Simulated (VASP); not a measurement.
A run of VASP 6.6.1:

File INCAR:

```
SYSTEM = TiSe2
PREC = Accurate
ENCUT = 500
EDIFF = 1E-6
ISMEAR = 0
SIGMA = 0.1
LREAL = .FALSE.
LASPH = .TRUE.
NELM = 120
ALGO = Normal
ISIF = 2
LWAVE = .FALSE.
LCHARG = .FALSE.
NBANDS = 19
GGA_COMPAT = .FALSE.
```

File KPOINTS:

```
Automatic mesh
0
G
  15 15 8
  0 0 0
```

POSCAR

```
TiSe2
1.0
    3.4376352170      0.0000000000      0.0000000000
   -1.7188176085      2.9770794268      0.0000000000
    0.0000000000      0.0000000000      5.8090427323
Ti Se
1 2
Direct
    0.0000000000      0.0000000000      0.0000000000
    0.3333333333      0.6666666667      0.2648528128
    0.6666666667      0.3333333333      0.7351471872
```

Potentials or basis: VASP PAW LDA potentials, release 64 (Ti_sv, Se).

The run is started by

```console
$ cat potpaw_LDA.64/Ti_sv/POTCAR potpaw_LDA.64/Se/POTCAR > POTCAR
$ mpirun -np 1 vasp_std > vasp.out
```

Hardware: 1 thread of AMD EPYC 7R43 64-Core Processor (Zen 3), on a shared host.

Task: Estimate the wall time of this run.

Result: Wall time 3.7 min on 1 thread of AMD EPYC 7R43 64-Core Processor (Zen 3), on a shared host, peak memory 0.27 GiB. Counts: scf iterations 15, k points 192.
